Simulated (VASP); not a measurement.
ZrZn4N: single point with PBE

Crystal: ZrZn4N.

```
CELL_PARAMETERS angstrom
5.45824 0.00000 0.00000
-2.72912 4.72698 0.00000
0.00000 0.00000 3.45661
ATOMIC_POSITIONS crystal
Zr 0.00000 0.00000 0.00000
Zn 0.66667 0.33333 0.00000
Zn 0.02424 0.51212 0.50000
Zn 0.48788 0.51212 0.50000
Zn 0.48788 0.97576 0.50000
N 0.33333 0.66667 0.00000
```

The cell was generated, and may not be a known phase.

- Program: VASP 6.6.1
- Task: single point
- Functional: PBE
- Potentials or basis: VASP PAW PBE potentials, release 64 (Zr_sv, Zn, N)
- Cutoff: 520 eV
- k mesh: 12 × 12 × 10
- Occupations: gaussian, width 0.1 eV
- Spin: no spin polarisation

The pressure is 0.3 GPa. The largest force is 0.008 eV/Å and the band gap on the k mesh is zero (an odd number of electrons rules out a gap without spin polarisation).

Forces on the atoms (eV/Å):
```
Zr   0.000  0.000  0.000
Zn   0.000  0.000  0.000
Zn  -0.007 -0.004  0.000
Zn   0.007 -0.004  0.000
Zn   0.000  0.008  0.000
N    0.000  0.000  0.000
```

Stress tensor (GPa, compression positive):
```
0.30 0.00 0.00
0.00 0.30 0.00
0.00 0.00 0.44
```

Levels at points of the mesh, in eV from the Fermi level:
```tsv
k point	band 30	band 31	band 32	band 33	band 34	band 35
(0.00, 0.00, 0.00)	-2.29	-2.29	-1.79	0.51	1.73	1.73
(0.50, 0.00, 0.00)	-2.42	-1.59	-1.43	0.16	1.34	1.45
(0.00, 0.00, 0.50)	-3.78	-2.04	-2.04	0.64	0.64	0.69
(0.50, 0.00, 0.50)	-2.41	-1.62	-1.32	0.06	0.27	0.58
```

Wall time 4.8 min on 1 thread of Intel(R) Xeon(R) Platinum 8488C (Sapphire Rapids), on a shared host, peak memory 0.48 GiB.
